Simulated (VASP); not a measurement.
WC, 2 atoms in the cell. The structure is cubic, space group Fm-3m (No. 225). The conventional cell has a = 4.385 Å, b = 4.385 Å, c = 4.385 Å, α = 90.00°, β = 90.00°, γ = 90.00°. W (site symmetry m-3m) has 6 C at 2.19 Å within 2.9 Å. C (site symmetry m-3m) has 6 W at 2.19 Å within 2.9 Å. 

- Program: VASP 6.6.1
- Task: single point
- Functional: PBEsol
- Potentials or basis: VASP PAW PBE potentials, release 64 (W_sv, C)
- Cutoff: 520 eV
- k mesh: 7 × 7 × 7
- Occupations: gaussian, width 0.1 eV
- Spin: no spin polarisation
- Dipole correction: no
- Further INCAR settings: ALGO = Normal; EDIFF = 1e-06; NBANDS = 16

Potentials or basis: VASP PAW PBE potentials, release 64 (W_sv, C).

The run is started by

```bash
$ cat potpaw_PBE.64/W_sv/POTCAR potpaw_PBE.64/C/POTCAR > POTCAR
$ mpirun -np 1 vasp_std > vasp.out
```

Hardware: 1 thread of Intel(R) Xeon(R) 6975P-C (Granite Rapids) (shared host).

Problem. How long does it take, and how much memory?

Solution. Wall time 4.3 s on 1 thread of Intel(R) Xeon(R) 6975P-C (Granite Rapids), on a shared host, peak memory 0.14 GiB. Counts: scf iterations 13, k points 20.
